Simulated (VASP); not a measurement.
A run of VASP 6.6.1 is set up as follows.

File INCAR:

```
PREC = Accurate ; ENCUT = 600
EDIFF = 1E-6 ; ISMEAR = 0
SIGMA = 0.1 ; LREAL = F
LASPH = T ; NELM = 150
ALGO = Normal ; ISIF = 3
LWAVE = F ; LCHARG = F
ISPIN = 2 ; MAGMOM = 2 2 0
LORBIT = 11 ; LMAXMIX = 4
GGA = PE ; IBRION = 2
NSW = 90 ; EDIFFG = -0.04
```

Contents of KPOINTS:

```
regular mesh
0
Gamma
  6 6 6
```

Contents of POSCAR:

```
Ni2Cl
1.0
    4.1387910100      0.0000000000      0.0000000000
   -2.0693955000      3.5842981600      0.0000000000
    0.0000000000      0.0000000000      3.6254881100
Ni Cl
2 1
Direct
    0.3333333300      0.6666666700      0.5000000000
    0.6666666700      0.3333333300      0.5000000000
    0.0000000000      0.0000000000      0.0000000000
```

Potentials or basis: VASP PAW PBE potentials, release 64 (Ni, Cl).

Launch:

```console
$ cat potpaw_PBE.64/Ni/POTCAR potpaw_PBE.64/Cl/POTCAR > POTCAR
$ mpirun -np 1 vasp_std > vasp.out
```

**Question.** What does it give for the relaxed volume?

**Answer.** 14.30 Å³/atom.

**Question.** Estimate the relaxed cell.

**Answer.** a = 4.106 Å, b = 4.106 Å, c = 2.937 Å, α = 90.00°, β = 90.00°, γ = 120.00°.

Stress tensor (GPa, compression positive):
```
0.16 0.00 0.00
0.00 0.16 0.00
0.00 0.00 0.41
```

Caveat: the volume moved by over 15 % at a fixed basis, so the end points are rough.
